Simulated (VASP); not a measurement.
Runs of VASP 6.6.1 on MgO. The structure is that of space group Fm-3m (No. 225), or close to it. The cells are those of the table. 

```tsv
cell	k mesh	smearing	gap on the mesh (eV)	pressure (GPa)
a = 2.950, b = 2.950, c = 2.974 Å, angles 60.3, 60.3, 90.0°, 2 atoms	10 × 10 × 10	gaussian 0.01 eV	(a)	1.9
a = 2.920, b = 2.920, c = 2.970 Å, angles 60.5, 60.5, 90.0°, 2 atoms	10 × 10 × 10	gaussian 0.01 eV	(b)	4.5
a = 2.980 Å, angles 60.0, 60.0, 90.0°, 2 atoms	14 × 14 × 14	fermi-dirac 0.08 eV	4.62	-0.5
a = 2.995, b = 2.995, c = 2.983 Å, angles 59.9, 59.9, 90.0°, 2 atoms	10 × 10 × 10	gaussian 0.01 eV	4.55	-1.6
a = 2.980 Å, angles 60.0, 60.0, 90.0°, 2 atoms	10 × 10 × 10	gaussian 0.01 eV	4.62	-0.5
a = 2.965, b = 2.965, c = 2.977 Å, angles 60.1, 60.1, 90.0°, 2 atoms	10 × 10 × 10	gaussian 0.01 eV	4.68	(c)
a = 2.920, b = 2.920, c = 2.968 Å, angles 60.5, 60.5, 90.0°, 2 atoms	10 × 10 × 10	gaussian 0.01 eV	4.85	4.6
```

Alike in all rows: task single point; level PBEsol; potentials or basis VASP PAW PBE potentials, release 64 (Mg, O); no spin polarisation; cutoff (eV) 520.

Problem. Estimate the missing entries.

Solution. (a) 4.73; (b) 4.84; (c) 0.6.

Caveats: the PAW data sets were made with another functional, which shifts forces and pressure a little.

A k mesh can miss the band edges.
